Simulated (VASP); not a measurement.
# AlRu (Pm-3m) in VASP: elastic constants with PBEsol

Aim: the elastic constants of AlRu with PBEsol.

Everything below comes from runs of VASP 6.6.1. Logs are shortened: lines on timing, memory, paths and dates and some standing lists are left out, and cuts for length are marked.

## 1. The cell of the first run

It takes space group Pm-3m (No. 221, cubic). The conventional cell has a = 2.947 Å, b = 2.947 Å, c = 2.947 Å, α = 90.00°, β = 90.00°, γ = 90.00°. Al (site symmetry m-3m) has 8 Ru at 2.55 Å and 6 Al at 2.95 Å within 3.4 Å. Ru (site symmetry m-3m) has 8 Al at 2.55 Å and 6 Ru at 2.95 Å within 3.4 Å.

## 2. Elastic constants, PBEsol

Contents of INCAR:

```
SYSTEM = AlRu
PREC = Accurate ; ENCUT = 600
EDIFF = 1E-8 ; ISMEAR = -1
SIGMA = 0.08 ; LREAL = .False.
LASPH = .True. ; NELM = 80
ALGO = Normal ; ISIF = 3
LWAVE = .False. ; LCHARG = .False.
GGA = PS ; IBRION = 6
NFREE = 2 ; POTIM = 0.015
NSW = 1
```

Contents of KPOINTS:

```
regular mesh
0
Gamma
  16 16 16
  0 0 0
```

Contents of POSCAR:

```
AlRu
1.0
    2.9471805739      0.0000000000      0.0000000000
    0.0000000000      2.9471805739      0.0000000000
    0.0000000000      0.0000000000      2.9471805739
Al Ru
1 1
Direct
    0.0000000000      0.0000000000      0.0000000000
    0.5000000000      0.5000000000      0.5000000000
```

Potentials or basis: VASP PAW PBE potentials, release 64 (Al, Ru_pv).

Launch:

```bash
> cat potpaw_PBE.64/Al/POTCAR potpaw_PBE.64/Ru_pv/POTCAR > POTCAR
> mpirun -np 1 vasp_std > vasp.out
```

OUTCAR:

```text
SYSTEM = AlRu
   PREC = Accurate
   ENCUT = 600
   EDIFF = 1E-8
   ISMEAR = -1
   LREAL = .False.
   LASPH = .True.
   NELM = 80
   ISIF = 3
   GGA = PS
   IBRION = 6
   NFREE = 2
   POTIM = 0.015
   NSW = 1

 ion  position               nearest neighbor table
   1  0.000  0.000  0.000-   2 2.55   2 2.55   2 2.55   2 2.55   2 2.55   2 2.55   2 2.55   2 2.55

   2  0.500  0.500  0.500-   1 2.55   1 2.55   1 2.55   1 2.55   1 2.55   1 2.55   1 2.55   1 2.55

  LATTYP: Found a simple cubic cell.
 ALAT       =     2.9471805739

  Lattice vectors:

 A1 = (   2.9471805739,   0.0000000000,   0.0000000000)
 A2 = (   0.0000000000,   2.9471805739,   0.0000000000)
 A3 = (   0.0000000000,   0.0000000000,   2.9471805739)

Analysis of symmetry for initial positions (statically):
=====================================================================
 Subroutine PRICEL returns:
 Original cell was already a primitive cell.

 Routine SETGRP: Setting up the symmetry group for a
 simple cubic supercell.

 Subroutine GETGRP returns: Found 48 space group operations
 (whereof 48 operations were pure point group operations)
 out of a pool of 48 trial point group operations.

The static configuration has the point symmetry O_h .

Analysis of symmetry for dynamics (positions and initial velocities):
=====================================================================
 Subroutine PRICEL returns:
 Original cell was already a primitive cell.

 Routine SETGRP: Setting up the symmetry group for a
 simple cubic supercell.

 Subroutine GETGRP returns: Found 48 space group operations
 (whereof 48 operations were pure point group operations)
 out of a pool of 48 trial point group operations.

The dynamic configuration has the point symmetry O_h .

 Subroutine INISYM returns: Found 48 space group operations
 (whereof 48 operations are pure point group operations),
 and found     1 'primitive' translations

----------------------------------------------------------------------------------------

                                     Primitive cell

  volume of cell :      25.5988

  direct lattice vectors                    reciprocal lattice vectors
     2.947180574  0.000000000  0.000000000     0.339307340  0.000000000  0.000000000
     0.000000000  2.947180574  0.000000000     0.000000000  0.339307340  0.000000000
     0.000000000  0.000000000  2.947180574     0.000000000  0.000000000  0.339307340

  length of vectors
     2.947180574  2.947180574  2.947180574     0.339307340  0.339307340  0.339307340

  position of ions in fractional coordinates (direct lattice)
     0.000000000  0.000000000  0.000000000
     0.500000000  0.500000000  0.500000000

  ion indices of the primitive-cell ions
   primitive index   ion index
                 1           1
                 2           2

----------------------------------------------------------------------------------------

 KPOINTS: regular mesh

Automatic generation of k-mesh.
 Grid dimensions read from file:
 generate k-points for:   16   16   16

 Generating k-lattice:

  Cartesian coordinates                     Fractional coordinates (reciprocal lattice)
     0.021206709  0.000000000  0.000000000     0.062500000  0.000000000  0.000000000
     0.000000000  0.021206709  0.000000000     0.000000000  0.062500000  0.000000000
[... 108 lines left out ...]

------------------------ aborting loop because EDIFF is reached ----------------------------------------

  FORCE on cell =-STRESS in cart. coord.  units (eV):
  Direction    XX          YY          ZZ          XY          YZ          ZX
  --------------------------------------------------------------------------------------
  -------------------------------------------------------------------------------------
  Total        1.1320999      1.1320999      1.1320999      0.0000000     -0.0000000      0.0000000
  in kB       70.8557488     70.8557488     70.8557488      0.0000000     -0.0000000      0.0000000
  external PRESSURE =      70.8557488 kB  Pullay stress =       0.0000000 kB
[... 89 lines left out ...]
  FREE ENERGIE OF THE ION-ELECTRON SYSTEM (eV)
  ---------------------------------------------------
  free  energy   TOTEN  =       -15.4937808710 eV

  energy  without entropy=      -15.4619586825  energy(sigma->0) =      -15.47786978

[... ionic steps 4 to 14 ...]

--------------------------------------- Ionic step       15  -------------------------------------------

 number of electron      17.0000000 magnetization

------------------------ aborting loop because EDIFF is reached ----------------------------------------
[... 67 lines left out ...]
--------------------------------------- Ionic step       17  -------------------------------------------

 number of electron      16.9999999 magnetization

 Free energy of the ion-electron system (eV)
  ---------------------------------------------------
  ext. energy  EPLUGINS =         0.00000000
  ---------------------------------------------------
  free energy    TOTEN  =       -15.51679295 eV

  energy without entropy =      -15.48427221  energy(sigma->0) =      -15.50053258

 E-fermi :  11.2645     XC(G=0): -12.9196

 val. band max:       11.2588682793   @ k =   0.1250   0.4375   0.4375
 cond. band min:      11.2663316154   @ k =   0.3750   0.1250   0.0625
 fundamental gap:      0.0074633361
 Fermi energy:        11.2644923403

 k-point     1 :       0.0000    0.0000    0.0000
  band No.  band energies     occupation
      1     -30.4798      2.00000
      2     -30.4798      2.00000
      3     -30.4798      2.00000
      4       1.2932      2.00000
      5       7.3986      2.00000
      6       7.3988      2.00000
      7      11.4488      0.18159
      8      11.4491      0.18091
      9      11.4491      0.18091
     10      17.5365      0.00000
     11      17.5365      0.00000
     12      17.5367      0.00000
[... 331 lines left out ...]
 k-point    24 :       0.5000    0.1250    0.0000
  band No.  band energies     occupation
      1     -30.7245      2.00000
      2     -30.4938      2.00000
      3     -30.4552      2.00000
      4       5.4897      2.00000
      5       5.5977      2.00000
      6       8.4308      2.00000
      7       9.5224      2.00000
      8       9.6073      2.00000
      9      11.4107      0.27710
     10      13.6684      0.00000
     11      18.8963      0.00000
     12      21.0758      0.00000

 [... further k-points ...]
[... 5 lines left out ...]
  --------------------------------------------------------------------------------------
  -------------------------------------------------------------------------------------
  Total        1.1328528      1.1361449      1.1361449      0.0000000      0.0000000     -0.0000000
  in kB       70.9028746     71.1089207     71.1089207      0.0000000      0.0000000     -0.0000000
  external PRESSURE =      71.0402386 kB  Pullay stress =       0.0000000 kB
[... 17 lines left out ...]
  FREE ENERGIE OF THE ION-ELECTRON SYSTEM (eV)
  ---------------------------------------------------
  free  energy   TOTEN  =       -15.5167929546 eV

  energy  without entropy=      -15.4842722067  energy(sigma->0) =      -15.50053258

 INTERNAL STRAIN TENSORS FROM STRAINED CELLS
 ============================================

 INTERNAL STRAIN TENSOR FOR ION    1 for displacements in x,y,z  (eV/Angst):
          X           Y           Z          XY          YZ          ZX
  --------------------------------------------------------------------------------
  x     0.00000     0.00000     0.00000     0.00000     0.00000     0.00000
  y     0.00000     0.00000     0.00000     0.00000     0.00000     0.00000
  z     0.00000     0.00000     0.00000     0.00000     0.00000     0.00000

 INTERNAL STRAIN TENSORS FROM DISPLACED ATOMS
 ============================================

 INTERNAL STRAIN TENSOR FOR ION    1 for displacements in x,y,z  (eV/Angst):
          X           Y           Z          XY          YZ          ZX
  --------------------------------------------------------------------------------
  x     0.00000     0.00000     0.00000     0.00000     0.00000     0.00000
  y     0.00000     0.00000     0.00000     0.00000     0.00000     0.00000
  z     0.00000     0.00000     0.00000     0.00000     0.00000     0.00000

 INTERNAL STRAIN TENSOR FOR ION    2 for displacements in x,y,z  (eV/Angst):
          X           Y           Z          XY          YZ          ZX
  --------------------------------------------------------------------------------
  x     0.00000     0.00000     0.00000     0.00000     0.00000     0.00000
  y     0.00000     0.00000     0.00000     0.00000     0.00000     0.00000
  z     0.00000     0.00000     0.00000     0.00000     0.00000     0.00000

 Eigenvectors and eigenvalues of the dynamical matrix
 ----------------------------------------------------

   1 f  =   10.236046 THz    64.314974 2PiTHz  341.437743 cm-1    42.332866 meV
             X         Y         Z           dx          dy          dz
      0.000000  0.000000  0.000000    -0.888399   -0.000000   -0.000000
      1.473590  1.473590  1.473590     0.459072   -0.000000    0.000000
[... 21 lines left out ...]
   6 f/i=    0.000527 THz     0.003314 2PiTHz    0.017591 cm-1     0.002181 meV
             X         Y         Z           dx          dy          dz
      0.000000  0.000000  0.000000    -0.000000   -0.000000   -0.459072
      1.473590  1.473590  1.473590    -0.000000    0.000000   -0.888399

--------------------------------------------------------------------------------------------------------

 ELASTIC MODULI CONTR FROM IONIC RELAXATION (kBar)
 Direction    XX          YY          ZZ          XY          YZ          ZX
 --------------------------------------------------------------------------------
 XX           0.0000      0.0000      0.0000      0.0000      0.0000      0.0000
 YY           0.0000      0.0000      0.0000      0.0000      0.0000      0.0000
 ZZ           0.0000      0.0000      0.0000      0.0000      0.0000      0.0000
 XY           0.0000      0.0000      0.0000      0.0000      0.0000      0.0000
 YZ           0.0000      0.0000      0.0000      0.0000      0.0000      0.0000
 ZX           0.0000      0.0000      0.0000      0.0000      0.0000      0.0000
 --------------------------------------------------------------------------------

 TOTAL ELASTIC MODULI (kBar)
 Direction    XX          YY          ZZ          XY          YZ          ZX
 --------------------------------------------------------------------------------
 XX        3731.9627   1788.8359   1788.8359      0.0000      0.0000     -0.0000
 YY        1788.8359   3731.9627   1788.8359      0.0000      0.0000     -0.0000
 ZZ        1788.8359   1788.8359   3731.9627      0.0000      0.0000      0.0000
 XY           0.0000      0.0000      0.0000   1500.3236      0.0000      0.0000
 YZ           0.0000      0.0000      0.0000      0.0000   1500.3236      0.0000
 ZX          -0.0000     -0.0000      0.0000      0.0000      0.0000   1500.3236
 --------------------------------------------------------------------------------
```

It took 11 min on 1 thread of Intel Xeon 6975P-C (Granite Rapids), shared host; peak memory 0.82 GiB.

Results:

| Property | Result |
| --- | --- |
| Elastic constants C11, C12, C44 | 373, 179, 150 GPa |
| Voigt bulk modulus | 244 GPa |
| Highest phonon frequency at Γ, LO-TO splitting left out | 341 cm⁻¹ |

Phonon frequencies in cm⁻¹ (negative: imaginary):
```tsv
q point	frequencies
(0.000, 0.000, 0.000)	0 0 0 341 341 341
```

Elastic tensor in Voigt notation (GPa, in the Cartesian axes of the cell as first typed):
```
373 179 179   0   0   0
179 373 179   0   0   0
179 179 373   0   0   0
  0   0   0 150   0   0
  0   0   0   0 150   0
  0   0   0   0   0 150
```

Clamped-ion elastic tensor (GPa):
```
373 179 179   0   0   0
179 373 179   0   0   0
179 179 373   0   0   0
  0   0   0 150   0   0
  0   0   0   0 150   0
  0   0   0   0   0 150
```

Caveat: the cell is under stress, which shifts elastic constants; the PAW data sets were made with another functional, which shifts forces and pressure a little.
